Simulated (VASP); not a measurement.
# Cl in VASP: notebook, part 2 of 2

VASP 6.6.1. Earlier steps stand in the parts before.

### 5 Single point, PBE+D3(BJ)

Contents of INCAR:

```
SYSTEM = Cl
PREC = Accurate
ENCUT = 400
EDIFF = 1E-6
ISMEAR = -1
SIGMA = 0.05
LREAL = .False.
LASPH = .True.
NELM = 120
ALGO = Normal
ISIF = 2
LWAVE = .False.
LCHARG = .True.
GGA = PE
IVDW = 12
LELF = .True.
LVHAR = .True.
NBANDS = 70
GGA_COMPAT = .False.
```

Contents of KPOINTS:

```
Automatic mesh
0
Gamma
  1 1 1
  0 0 0
```

Contents of POSCAR:

```
Cl
1.0
    8.1432530000      0.0000000000      0.0000000000
    0.0000000000      8.1432530000      0.0000000000
    0.0000000000      0.0000000000      8.1432530000
Cl
16
Direct
    0.3977894338      0.5226535391      0.0923709481
    0.6376198799      0.4331192952      0.0845116810
    0.0001964817     -0.0430786075      0.9752859207
   -0.0224357514      0.2242961136      0.9735544260
    0.9968375046      0.6223311495      0.9711843658
    0.9531080515      0.6575013695      0.7144442154
    0.4117519129      1.1003219475      0.7145792965
    0.4260582350      0.8398977657      0.7648294852
    0.7424305741      0.7779937575      0.5293461962
    0.7912562707      0.8294842368      0.2861264411
    0.3786447504      0.4925181620      0.7109812258
    0.3966719442      0.4875569996      0.4575321435
    0.9947498868      0.2236575482      0.5982007436
    0.9919131826      0.2388480378      0.3348661769
    0.4073556354      0.0292143692      0.3649892739
    0.3950386903      0.0820925004      0.1146961785
```

Potentials or basis: VASP PAW PBE potentials, release 64 (Cl).

Command:

```sh
$ cat potpaw_PBE.64/Cl/POTCAR > POTCAR
$ mpirun -np 1 vasp_gam > vasp.out
```

OUTCAR:

```text
SYSTEM = Cl
   PREC = Accurate
   ENCUT = 400
   EDIFF = 1E-6
   ISMEAR = -1
   LREAL = .False.
   LASPH = .True.
   NELM = 120
   ISIF = 2
   GGA = PE
   IVDW = 12
 IVDW          = 12

 ion  position               nearest neighbor table
   1  0.398  0.523  0.092-   2 2.09
   2  0.638  0.433  0.085-   1 2.09
   3  0.000  0.957  0.975-   4 2.19
   4  0.978  0.224  0.974-   3 2.19
   5  0.997  0.622  0.971-   6 2.14
   6  0.953  0.658  0.714-   5 2.14   9 2.49
   7  0.412  0.100  0.715-   8 2.16
   8  0.426  0.840  0.765-   7 2.16
   9  0.742  0.778  0.529-  10 2.06   6 2.49
  10  0.791  0.829  0.286-   9 2.06
  11  0.379  0.493  0.711-  12 2.07
  12  0.397  0.488  0.458-  11 2.07
  13  0.995  0.224  0.598-  14 2.15
  14  0.992  0.239  0.335-  13 2.15
  15  0.407  0.029  0.365-  16 2.09
  16  0.395  0.082  0.115-  15 2.09

  LATTYP: Found a simple cubic cell.
 ALAT       =     8.1432530000

  Lattice vectors:

 A1 = (   8.1432530000,   0.0000000000,   0.0000000000)
[... 185 lines left out ...]
 fundamental gap:      1.3409124487
 Fermi energy:        -0.5388816969

 k-point     1 :       0.0000    0.0000    0.0000
  band No.  band energies     occupation
      1     -18.2170      2.00000
      2     -18.0240      2.00000
      3     -17.7909      2.00000
      4     -17.7468      2.00000
      5     -17.1966      2.00000
      6     -17.1015      2.00000
[... 60 lines left out ...]
     67       6.4328      0.00000
     68       6.7783      0.00000
 [bands above 68 left out]

------------------------ aborting loop because EDIFF is reached ----------------------------------------

 Edisp (eV)   -1.99754

 E8    (eV) :    -0.6587

  FORCE on cell =-STRESS in cart. coord.  units (eV):
  Direction    XX          YY          ZZ          XY          YZ          ZX
  --------------------------------------------------------------------------------------
  -------------------------------------------------------------------------------------
  Total      -2.12640   -10.51908   -13.40473     1.19319     0.62049     1.11919
  in kB      -6.30901   -31.21005   -39.77176     3.54018     1.84099     3.32063
  external pressure =      -25.76 kB  Pullay stress =        0.00 kB

 VOLUME and BASIS-vectors are now :
 -----------------------------------------------------------------------------
  energy-cutoff  :      400.00
  volume of cell :      540.00
      direct lattice vectors                 reciprocal lattice vectors
     8.143253000  0.000000000  0.000000000     0.122801048  0.000000000  0.000000000
     0.000000000  8.143253000  0.000000000     0.000000000  0.122801048  0.000000000
     0.000000000  0.000000000  8.143253000     0.000000000  0.000000000  0.122801048

 POSITION                                       TOTAL-FORCE (eV/Angst)
 -----------------------------------------------------------------------------------
      3.23930      4.25610      0.75220         0.927668     -0.543196     -0.078619
      5.19230      3.52700      0.68820        -0.934157      0.410651     -0.024453
      0.00160      7.79245      7.94200        -0.304018      0.649927      0.230385
      7.96055      1.82650      7.92790         0.374318     -0.442704     -0.121197
      8.11750      5.06780      7.90860         0.370323     -0.152593     -0.186286
      7.76140      5.35420      5.81790        -0.520533     -0.051278      0.784193
[... 8 lines left out ...]
      3.31720      0.23790      2.97220        -0.125888      0.523546     -0.572628
      3.21690      0.66850      0.93400         0.154720     -0.316917      0.345158
 -----------------------------------------------------------------------------------
    total drift:                               -0.000392     -0.000321     -0.000207

  FREE ENERGIE OF THE ION-ELECTRON SYSTEM (eV)
  ---------------------------------------------------
  free  energy   TOTEN  =       -31.9152822439 eV

  energy  without entropy=      -31.9152776189  energy(sigma->0) =      -31.91527993
```

OSZICAR:

```text
N       E                     dE             d eps       ncg     rms          rms(c)
DAV:   1     0.109143984200E+04    0.10914E+04   -0.46128E+04   140   0.115E+03
DAV:   2     0.921930498544E+02   -0.99925E+03   -0.96788E+03   208   0.264E+02
DAV:   3    -0.290780898322E+02   -0.12127E+03   -0.11945E+03   160   0.105E+02
DAV:   4    -0.320677466113E+02   -0.29897E+01   -0.29806E+01   152   0.202E+01
DAV:   5    -0.321450771186E+02   -0.77331E-01   -0.77277E-01   160   0.322E+00    0.277E+01
DAV:   6    -0.305138925105E+02    0.16312E+01   -0.10488E+00   152   0.460E+00    0.179E+01
DAV:   7    -0.299602045351E+02    0.55369E+00   -0.28574E+00   168   0.642E+00    0.195E+00
DAV:   8    -0.299287262968E+02    0.31478E-01   -0.36166E-01   152   0.238E+00    0.169E+00
DAV:   9    -0.299215701329E+02    0.71562E-02   -0.33319E-02   152   0.625E-01    0.708E-01
DAV:  10    -0.299186441668E+02    0.29260E-02   -0.61647E-03   160   0.265E-01    0.168E-01
DAV:  11    -0.299180674629E+02    0.57670E-03   -0.85932E-04   168   0.130E-01    0.123E-01
DAV:  12    -0.299177638556E+02    0.30361E-03   -0.89051E-04   176   0.140E-01    0.571E-02
DAV:  13    -0.299177552814E+02    0.85742E-05   -0.31352E-04   168   0.622E-02    0.576E-02
DAV:  14    -0.299177444199E+02    0.10861E-04   -0.22335E-05   152   0.167E-02    0.268E-02
DAV:  15    -0.299177392791E+02    0.51408E-05   -0.16290E-05   152   0.165E-02    0.109E-02
DAV:  16    -0.299177393307E+02   -0.51558E-07   -0.31180E-06   120   0.633E-03
   1 F= -.31915282E+02 E0= -.31915280E+02  d E =-.462500E-05
```

stdout:

```text
POSCAR found type information on POSCAR Cl
 POSCAR found :  1 types and      16 ions
 scaLAPACK will be used
 LDA part: xc-table for (Slater+PW92), standard interpolation
 POSCAR, INCAR and KPOINTS ok, starting setup
 FFT: planning ... GRIDC
 FFT: planning ... GRID_SOFT
 FFT: planning ... GRID
 WAVECAR not read
 entering main loop
```

Run time: 59 s. Hardware: 1 thread of Intel Xeon 6975P-C, shared host; peak memory 0.34 GiB.

Results:

```
Free energy                : -31.9153 eV
Pressure                   : -2.6 GPa
Largest force              : 1.462 eV/Å
Band gap on the k mesh     : 1.34 eV
Dispersion energy per atom : -0.125 eV
```

Forces in eV/Å, atoms in the order of the input:
```
Cl   0.928 -0.543 -0.079
Cl  -0.934  0.411 -0.024
Cl  -0.304  0.650  0.230
Cl   0.374 -0.443 -0.121
Cl   0.370 -0.153 -0.186
Cl  -0.521 -0.051  0.784
Cl   0.036 -0.860  0.792
Cl  -0.337  0.671 -0.514
Cl   0.479  0.153 -1.373
Cl  -0.159 -0.174  0.551
Cl   0.421 -0.245  0.153
Cl  -0.198  0.313  0.027
Cl  -0.150  0.139 -0.680
Cl  -0.035 -0.074  0.668
Cl  -0.126  0.524 -0.573
Cl   0.155 -0.317  0.345
```

Caveat: the k points lie up to 0.77 Å⁻¹ apart.

### 6 Single point, PBE+D3(BJ)

Contents of INCAR:

```
SYSTEM = Cl
  PREC = Accurate
  ENCUT = 400
  EDIFF = 1E-6
  ISMEAR = -1
  SIGMA = 0.05
  LREAL = .False.
  LASPH = .True.
  NELM = 120
  ALGO = Normal
  ISIF = 2
  LWAVE = .False.
  LCHARG = .True.
  GGA = PE
  IVDW = 12
  LELF = .True.
  LVHAR = .True.
  NBANDS = 70
  GGA_COMPAT = .False.
```

KPOINTS is that of step 5.

Contents of POSCAR:

```
Cl
1.0
    8.1432530000      0.0000000000      0.0000000000
    0.0000000000      8.1432530000      0.0000000000
    0.0000000000      0.0000000000      8.1432530000
Cl
16
Direct
    0.4087801275      0.5180239396      0.0409050290
    0.6488561758      0.4498570780      0.0176833509
    0.0148834870     -0.0244128483      0.9904764103
   -0.0018051754      0.2337272341      0.9586095385
    1.0002882141      0.6048442803      0.9526291275
    0.9230340750      0.6300553354      0.7148985792
    0.3839497557      1.0931258061      0.7051604561
    0.3903845306      0.8277527421      0.7199334222
    0.7366220846      0.7691889224      0.4801766567
    0.8594354124      0.8256282839      0.2760076348
    0.3871057426      0.4868201934      0.6878946288
    0.3823901824      0.5084086175      0.4260459549
    0.9928710308      0.2425075090      0.5901818352
    0.9704107192      0.2628433625      0.3429464859
    0.4080678815      0.0689405082      0.3263069439
    0.4070854731      0.1123875188      0.0653792778
```

Potentials or basis: VASP PAW PBE potentials, release 64 (Cl).

Command:

```sh
$ cat potpaw_PBE.64/Cl/POTCAR > POTCAR
$ mpirun -np 1 vasp_gam > vasp.out
```

Wall time 56 s (1 thread of Intel Xeon 6975P-C, shared host); peak memory 0.34 GiB.

The run converged. Its results:

```yaml
Free_energy: -32.3018 eV
Pressure: -2.1 GPa
Largest_force: 1.060 eV/Å
Band_gap_on_the_k_mesh: 1.71 eV
Dispersion_energy_per_atom: -0.125 eV
```

Forces on the atoms (eV/Å):
```
Cl   0.259 -0.142 -0.063
Cl  -0.380  0.278  0.265
Cl  -0.172  0.228 -0.477
Cl   0.007 -0.261  0.300
Cl   0.363 -0.272  0.266
Cl  -0.253  0.463  0.105
Cl   0.324 -0.507  0.003
Cl  -0.066  0.560 -0.106
Cl   0.026 -0.144  0.070
Cl  -0.047  0.140 -0.210
Cl  -0.098  0.219 -0.565
Cl   0.066 -0.170  0.438
Cl  -0.099 -0.131  0.264
Cl   0.105  0.018 -0.377
Cl  -0.065  0.381 -0.742
Cl   0.030 -0.658  0.830
```

Stress tensor (GPa, compression positive):
```
-0.10  0.26  0.10
 0.26 -2.72 -0.04
 0.10 -0.04 -3.49
```

Levels at points of the mesh, in eV from the valence-band top:
| k point | band 52 | band 53 | band 54 | band 55 | band 56 | band 57 | band 58 | band 59 | band 60 | band 61 |
| --- | --- | --- | --- | --- | --- | --- | --- | --- | --- | --- |
| (0.00, 0.00, 0.00) | -0.48 | -0.07 | -0.04 | -0.01 | 0.00 | 1.71 | 1.90 | 2.00 | 2.11 | 2.14 |

Caveat: the k points lie up to 0.77 Å⁻¹ apart.
